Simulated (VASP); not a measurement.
# Mo16S in VASP: a series of runs

Runs on Mo16S. Level: PBE. Tasks: single point.

Everything below comes from runs of VASP 6.6.1. Logs are shortened: lines on timing, memory, paths and dates and some standing lists are left out, and cuts for length are marked.

## (1) The cell of the first run

The cell holds a slab with vacuum, 17 atoms: a = 6.321 Å, b = 6.321 Å, c = 20.088 Å, α = 90.00°, β = 90.00°, γ = 90.00°.

## (2) Single point, PBE

INCAR

```
SYSTEM = Mo16S
PREC = Accurate
ENCUT = 520
EDIFF = 1E-7
ISMEAR = 0
SIGMA = 0.1
LREAL = Auto
LASPH = .True.
NELM = 80
ALGO = Normal
ISIF = 2
LWAVE = .False.
LCHARG = .False.
LDIPOL = .True.
IDIPOL = 3
DIPOL = 0.5 0.5 0.328
GGA = PE
NBANDS = 129
```

KPOINTS

```
Automatic mesh
0
Gamma
  4 4 1
  0 0 0
```

POSCAR

```
Mo16S
1.0
    6.3209357480      0.0000000000      0.0000000000
    0.0000000000      6.3209357480      0.0000000000
    0.0000000000      0.0000000000     20.0883894757
Mo S
16 1
Direct
    0.2500000000      0.2500000000      0.1991199944
    0.2500000000      0.7500000000      0.1991199944
    0.7500000000      0.2500000000      0.1991199944
    0.7500000000      0.7500000000      0.1991199944
    0.0000000000      0.0000000000      0.2777840375
    0.0000000000      0.5000000000      0.2777840375
    0.5000000000      0.0000000000      0.2777840375
    0.5000000000      0.5000000000      0.2777840375
    0.2500000000      0.2500000000      0.3589730511
    0.2500000000      0.7500000000      0.3589730511
    0.7500000000      0.2500000000      0.3589730511
    0.7500000000      0.7500000000      0.3589730511
    0.0000000000      0.0000000000      0.4275300161
    0.0000000000      0.5000000000      0.4275300161
    0.5000000000      0.0000000000      0.4275300161
    0.5000000000      0.5000000000      0.4275300161
    0.0000000000      0.1250000000      0.5294958471
```

Potentials or basis: VASP PAW PBE potentials, release 64 (Mo_sv, S).

On the command line:

```console
cat potpaw_PBE.64/Mo_sv/POTCAR potpaw_PBE.64/S/POTCAR > POTCAR
mpirun -np 1 vasp_std > vasp.out
```

OUTCAR:

```text
SYSTEM = Mo16S
   PREC = Accurate
   ENCUT = 520
   EDIFF = 1E-7
   ISMEAR = 0
   LREAL = Auto
   LASPH = .True.
   NELM = 80
   ISIF = 2
   GGA = PE

 ion  position               nearest neighbor table
   1  0.250  0.250  0.199-   5 2.74   6 2.74   7 2.74   8 2.74   2 3.16   3 3.16   2 3.16   3 3.16
                             9 3.21
   2  0.250  0.750  0.199-   5 2.74   6 2.74   7 2.74   8 2.74   1 3.16   4 3.16   1 3.16   4 3.16
                            10 3.21
   3  0.750  0.250  0.199-   5 2.74   6 2.74   7 2.74   8 2.74   1 3.16   4 3.16   4 3.16   1 3.16
                            11 3.21
   4  0.750  0.750  0.199-   5 2.74   6 2.74   7 2.74   8 2.74   2 3.16   3 3.16   3 3.16   2 3.16
                            12 3.21
   5  0.000  0.000  0.278-   1 2.74   2 2.74   3 2.74   4 2.74   9 2.77  10 2.77  11 2.77  12 2.77
                            13 3.01   7 3.16   6 3.16   6 3.16   7 3.16
   6  0.000  0.500  0.278-   1 2.74   2 2.74   3 2.74   4 2.74   9 2.77  10 2.77  11 2.77  12 2.77
                            14 3.01   8 3.16   5 3.16   5 3.16   8 3.16
   7  0.500  0.000  0.278-   1 2.74   2 2.74   3 2.74   4 2.74   9 2.77  10 2.77  11 2.77  12 2.77
                            15 3.01   8 3.16   5 3.16   8 3.16   5 3.16
   8  0.500  0.500  0.278-   1 2.74   2 2.74   3 2.74   4 2.74   9 2.77  10 2.77  11 2.77  12 2.77
                            16 3.01   7 3.16   6 3.16   7 3.16   6 3.16
   9  0.250  0.250  0.359-  13 2.63  14 2.63  15 2.63  16 2.63   5 2.77   6 2.77   7 2.77   8 2.77
                            10 3.16  11 3.16  10 3.16  11 3.16   1 3.21
  10  0.250  0.750  0.359-  13 2.63  14 2.63  15 2.63  16 2.63   5 2.77   6 2.77   7 2.77   8 2.77
                             9 3.16  12 3.16   9 3.16  12 3.16   2 3.21
  11  0.750  0.250  0.359-  13 2.63  14 2.63  15 2.63  16 2.63   5 2.77   6 2.77   7 2.77   8 2.77
                             9 3.16  12 3.16  12 3.16   9 3.16   3 3.21
  12  0.750  0.750  0.359-  13 2.63  14 2.63  15 2.63  16 2.63   5 2.77   6 2.77   7 2.77   8 2.77
                            10 3.16  11 3.16  11 3.16  10 3.16   4 3.21
  13  0.000  0.000  0.428-  17 2.20  10 2.63  11 2.63  12 2.63   9 2.63   5 3.01  15 3.16  14 3.16
                            14 3.16  15 3.16
  14  0.000  0.500  0.428-   9 2.63  10 2.63  11 2.63  12 2.63   6 3.01  17 3.13  16 3.16  13 3.16
                            13 3.16  16 3.16
  15  0.500  0.000  0.428-   9 2.63  10 2.63  11 2.63  12 2.63   7 3.01  13 3.16  16 3.16  16 3.16
                            13 3.16
  16  0.500  0.500  0.428-   9 2.63  10 2.63  11 2.63  12 2.63   8 3.01  14 3.16  15 3.16  15 3.16
                            14 3.16
  17  0.000  0.125  0.529-  13 2.20  14 3.13

  LATTYP: Found a simple tetragonal cell.
 ALAT       =     6.3209357480
 C/A-ratio  =     3.1780720888

  Lattice vectors:

 A1 = (   6.3209357480,   0.0000000000,   0.0000000000)
 A2 = (   0.0000000000,   6.3209357480,   0.0000000000)
 A3 = (   0.0000000000,   0.0000000000,  20.0883894757)

Analysis of symmetry for initial positions (statically):
=====================================================================
 Subroutine PRICEL returns:
 Original cell was already a primitive cell.

 Routine SETGRP: Setting up the symmetry group for a
 simple tetragonal supercell.

 Subroutine GETGRP returns: Found  2 space group operations
 (whereof  2 operations were pure point group operations)
 out of a pool of 16 trial point group operations.

The static configuration has the point symmetry C_1h.

Analysis of symmetry for dynamics (positions and initial velocities):
=====================================================================
 Subroutine PRICEL returns:
 Original cell was already a primitive cell.

 Routine SETGRP: Setting up the symmetry group for a
 simple tetragonal supercell.

 Subroutine GETGRP returns: Found  2 space group operations
 (whereof  2 operations were pure point group operations)
 out of a pool of 16 trial point group operations.

The dynamic configuration has the point symmetry C_1h.

 Subroutine INISYM returns: Found  2 space group operations
 (whereof  2 operations are pure point group operations),
 and found     1 'primitive' translations

----------------------------------------------------------------------------------------

                                     Primitive cell

  volume of cell :     802.6161

  direct lattice vectors                    reciprocal lattice vectors
     6.320935748  0.000000000  0.000000000     0.158204424  0.000000000  0.000000000
     0.000000000  6.320935748  0.000000000     0.000000000  0.158204424  0.000000000
[... 61 lines left out ...]

  Shift w.r.t. Gamma in fractional coordinates (k-lattice)
     0.000000000  0.000000000  0.000000000

 Subroutine IBZKPT returns following result:
 ===========================================

 Found      9 irreducible k-points:

 Following reciprocal coordinates:
            Coordinates               Weight
  0.000000  0.000000  0.000000      1.000000
  0.250000  0.000000  0.000000      2.000000
  0.000000  0.250000  0.000000      2.000000
  0.500000  0.000000  0.000000      1.000000
  0.000000  0.500000  0.000000      1.000000
  0.250000  0.250000  0.000000      4.000000
  0.500000  0.250000  0.000000      2.000000
 -0.250000  0.500000  0.000000      2.000000
  0.500000  0.500000  0.000000      1.000000
   k-points           NKPTS =      9   k-points in BZ     NKDIM =      9   number of bands    NBANDS=    129
   number of dos      NEDOS =    301   number of ions     NIONS =     17
   total plane-waves  NPLWV = 345600
   dimension x,y,z NGX =    48 NGY =   48 NGZ =  150
   dimension x,y,z NGXF=    96 NGYF=   96 NGZF=  300
   ions per type =              16   1
   NGX,Y,Z   is equivalent  to a cutoff of  12.62, 12.62, 12.41 a.u.
   NGXF,Y,Z  is equivalent  to a cutoff of  25.25, 25.25, 24.83 a.u.
 SYSTEM =  Mo16S
   PREC   = accura    normal or accurate (medium, high low for compatibility)
   ISTART =      0    job   : 0-new  1-cont  2-samecut
   ICHARG =      2    charge: 1-file 2-atom 10-const
   ISPIN  =      1    spin polarized calculation?
   LNONCOLLINEAR =      F non collinear calculations
   LSORBIT =      F    spin-orbit coupling
   LASPH  =      T    aspherical Exc in radial PAW
   ENCUT  =  520.0 eV  38.22 Ry    6.18 a.u.  11.75 11.75 37.35*2*pi/ulx,y,z
   NELM   =     80;   NELMIN=  2; NELMDL= -5     # of ELM steps
   EDIFF  = 0.1E-06   stopping-criterion for ELM
   LREAL  =      T    real-space projection
   EDIFFG = 0.1E-05   stopping-criterion for IOM
   NSW    =      0    number of steps for IOM
   IBRION =     -1    ionic relax: 0-MD 1-quasi-New 2-CG
   NFREE  =      0    steps in history (QN), initial steepest desc. (CG)
   ISIF   =      2    stress and relaxation
   ISYM   =      2    0-nonsym 1-usesym 2-fastsym
   POTIM  = 0.5000    time-step for ionic-motion
   TEBEG  =    0.0;   TEEND  =   0.0 temperature during run
   PSTRESS=    0.0 pullay stress
   NELECT =     230.0000    total number of electrons
   NUPDOWN=      -1.0000    fix difference up-down
   EMIN   =  10.00;   EMAX   =-10.00  energy-range for DOS
   EFERMI =   0.00;   METHOD = LEGACY
   ISMEAR =     0;   SIGMA  =   0.10  broadening in eV -4-tet -1-fermi 0-gaus
   EFERMI_NEDOS =   21; number of points for ismear=-14 and -15
   IALGO  =     38    algorithm
   IMIX   =      4    mixing-type and parameters
     AMIX     =   0.40;   BMIX     =  1.00
     AMIX_MAG =   1.60;   BMIX_MAG =  1.00
  volume/ion in A,a.u.               =      47.21       318.61
  Fermi-wavevector in a.u.,A,eV,Ry     =   1.079315  2.039609 15.849706  1.164921
  Thomas-Fermi vector in A             =   2.215277
   LORBIT       =      0    0 simple, 1 ext, 2 COOP (PROOUT), +10 PAW based schemes
   GGA     = PE    functional components
   LHFCALC =     F    Hartree Fock is set to
   AEXX    =    0.0000 exact exchange contribution
   IVDW    =     0    specifies the selected vdW correction
   LEPSILON=     F    determine dielectric tensor
   LRPA    =     F    only Hartree local field effects (RPA)
 non-spin polarized calculation
 Gauss-broadening in eV      SIGMA  =   0.10
  energy-cutoff  :      520.00
  volume of cell :      802.62
 maximum number of plane-waves:     21671
 NGX is ok and might be reduce to    48
   NGX = 23   NGY = 23   NGZ = 75

 dipolmoment           0.000000      0.000000     -0.112334 electrons x Angstroem

 number of electron     230.0000020 magnetization

 dipolmoment           0.000000      0.000000      0.212306 electrons x Angstroem

 Free energy of the ion-electron system (eV)
  ---------------------------------------------------
  ext. energy  EPLUGINS =         0.00000000
  ---------------------------------------------------
  free energy    TOTEN  =      -164.24682116 eV

  energy without entropy =     -164.15562723  energy(sigma->0) =     -164.20122419

 E-fermi :   1.2268     XC(G=0):  -5.5419

 val. band max:        1.2079393236   @ k =   0.2500   0.0000   0.0000
 cond. band min:       1.2385012791   @ k =   0.5000   0.5000   0.0000
 fundamental gap:      0.0305619555
 Fermi energy:         1.2268462395

 k-point     1 :       0.0000    0.0000    0.0000
  band No.  band energies     occupation
      1     -59.7132      2.00000
      2     -59.5582      2.00000
      3     -59.5476      2.00000
      4     -59.5370      2.00000
      5     -59.5294      2.00000
      6     -59.5197      2.00000
[... 1159 lines left out ...]
    126       2.4591      0.00000
    127       2.5059      0.00000
 [bands above 127 left out]

------------------------ aborting loop because EDIFF is reached ----------------------------------------

 vacuum level on the upper side and lower side of the slab       (xc-potential included)         0.380        -0.579

  FORCE on cell =-STRESS in cart. coord.  units (eV):
  Direction    XX          YY          ZZ          XY          YZ          ZX
  --------------------------------------------------------------------------------------
  -------------------------------------------------------------------------------------
  Total      -19.6136906    -20.8663583     -7.3281019      0.0000000      1.5114522      0.0000000
  in kB      -39.1527283    -41.6532959    -14.6283119      0.0000000      3.0171516      0.0000000
  external PRESSURE =     -31.8114453 kB  Pullay stress =       0.0000000 kB

 VOLUME and BASIS-vectors are now :
 -----------------------------------------------------------------------------
  energy-cutoff  :      520.00
  volume of cell :      802.62
      direct lattice vectors                 reciprocal lattice vectors
     6.320935748  0.000000000  0.000000000     0.158204424  0.000000000  0.000000000
     0.000000000  6.320935748  0.000000000     0.000000000  0.158204424  0.000000000
     0.000000000  0.000000000 20.088389476     0.000000000  0.000000000  0.049779999

 POSITION                                       TOTAL-FORCE (eV/Angst)
 -----------------------------------------------------------------------------------
      1.58023      1.58023      4.00000         0.041011      0.029069      1.830604
      1.58023      4.74070      4.00000         0.069134     -0.033079      1.755109
      4.74070      1.58023      4.00000        -0.041011      0.029069      1.830604
      4.74070      4.74070      4.00000        -0.069134     -0.033079      1.755109
      0.00000      0.00000      5.58023         0.000000      0.005456     -2.070088
      0.00000      3.16047      5.58023         0.000000      0.027253     -1.731863
[... 9 lines left out ...]
      3.16047      3.16047      8.58839         0.000000     -0.103798      0.112081
      0.00000      0.79012     10.63672         0.000000      0.689403      0.002983
 -----------------------------------------------------------------------------------
    total drift:                                0.000000     -0.000013     -0.002231

  FREE ENERGIE OF THE ION-ELECTRON SYSTEM (eV)
  ---------------------------------------------------
  free  energy   TOTEN  =      -164.2468211567 eV

  energy  without entropy=     -164.1556272280  energy(sigma->0) =     -164.20122419

 vacuum level on the upper side and lower side of the slab         5.934         4.945
```

It took 26 min on 1 thread of Intel Xeon 6975P-C (Granite Rapids), shared host; peak memory 1 GiB.

Results:

```yaml
Free_energy: -164.2468 eV
Largest_force: 2.116 eV/Å
Band_gap_on_the_k_mesh: zero (bands 115 and 116 overlap by 0.43 eV)
```

Forces in eV/Å, atoms in the order of the input:
```
Mo   0.041  0.029  1.831
Mo   0.069 -0.033  1.755
Mo  -0.041  0.029  1.831
Mo  -0.069 -0.033  1.755
Mo   0.000  0.005 -2.070
Mo   0.000  0.027 -1.732
Mo   0.000 -0.032 -1.803
Mo   0.000  0.065 -2.115
Mo   0.373  0.325 -0.565
Mo   0.627 -0.419 -0.326
Mo  -0.373  0.325 -0.565
Mo  -0.627 -0.419 -0.326
Mo   0.000 -0.282  1.435
Mo   0.000 -0.191  0.749
Mo   0.000  0.019  0.033
Mo   0.000 -0.104  0.112
S    0.000  0.689  0.003
```

Levels at points of the mesh, in eV from the Fermi level:
```tsv
k point	band 112	band 113	band 114	band 115	band 116	band 117	band 118	band 119	band 120	band 121
(0.00, 0.00, 0.00)	-0.18	-0.03	0.17	0.32	0.50	0.50	0.70	0.88	0.97	1.03
(0.50, 0.00, 0.00)	-0.35	-0.30	-0.19	-0.14	-0.10	-0.09	0.21	0.70	0.74	0.75
(0.00, 0.50, 0.00)	-0.35	-0.22	-0.19	-0.17	-0.10	-0.09	0.45	0.68	0.74	0.75
(0.50, 0.50, 0.00)	-0.53	-0.24	-0.23	-0.12	-0.11	-0.09	-0.09	0.01	0.15	0.55
```

(Part 1 of 2 ends here.)
